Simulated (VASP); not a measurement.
A run of VASP 6.6.1 is set up as follows.

File POSCAR:

```
BaTe
1.0
    0.0452145516      3.5776013957      3.5776013957
    3.5776013957      0.0452145516      3.5776013957
    3.5776013957      3.5776013957      0.0452145516
Ba Te
1 1
Direct
    0.0000000000      0.0000000000      0.0000000000
    0.5000000000      0.5000000000      0.5000000000
```

File INCAR.step1:

```
SYSTEM = BaTe
  PREC = Accurate
  ENCUT = 520
  ISMEAR = 0
  SIGMA = 0.01
  LREAL = .FALSE.
  LASPH = .TRUE.
  NELM = 100
  NBANDS = 15
  GGA = PE
  ALGO = Normal
  EDIFF = 1E-4
  LWAVE = .TRUE.
  LCHARG = .FALSE.
```

File INCAR.step2:

```
SYSTEM = BaTe
  PREC = Accurate
  ENCUT = 520
  EDIFF = 1E-6
  ISMEAR = 0
  SIGMA = 0.01
  LREAL = .FALSE.
  LASPH = .TRUE.
  NELM = 100
  ALGO = Normal
  ISIF = 2
  LWAVE = .FALSE.
  LCHARG = .FALSE.
  METAGGA = R2SCAN
  LMIXTAU = .TRUE.
  NBANDS = 15
  ISTART = 1
```

Contents of KPOINTS:

```
regular mesh
0
G
  6 6 6
  0 0 0
```

Potentials or basis: VASP PAW PBE potentials, release 64 (Ba_sv, Te).

Run with:

```sh
$ cat potpaw_PBE.64/Ba_sv/POTCAR potpaw_PBE.64/Te/POTCAR > POTCAR
$ cp INCAR.step1 INCAR
$ mpirun -np 1 vasp_std > vasp.out
$ cp INCAR.step2 INCAR
$ mpirun -np 1 vasp_std > vasp.out
```

Estimate the band gap on the k mesh.

1.95 eV (least direct gap 2.33 eV).

What does it give for the pressure?

-0.3 GPa.

Stress tensor (GPa, compression positive):
```
-0.29 -0.16 -0.16
-0.16 -0.29 -0.16
-0.16 -0.16 -0.29
```

Caveat: the cell differs from its parent crystal (strain along [111] +1.9%); the PAW data sets were made with another functional, which shifts forces and pressure a little; spin-orbit coupling is left out, which moves the levels of the heavy elements. A k mesh can miss the band edges.
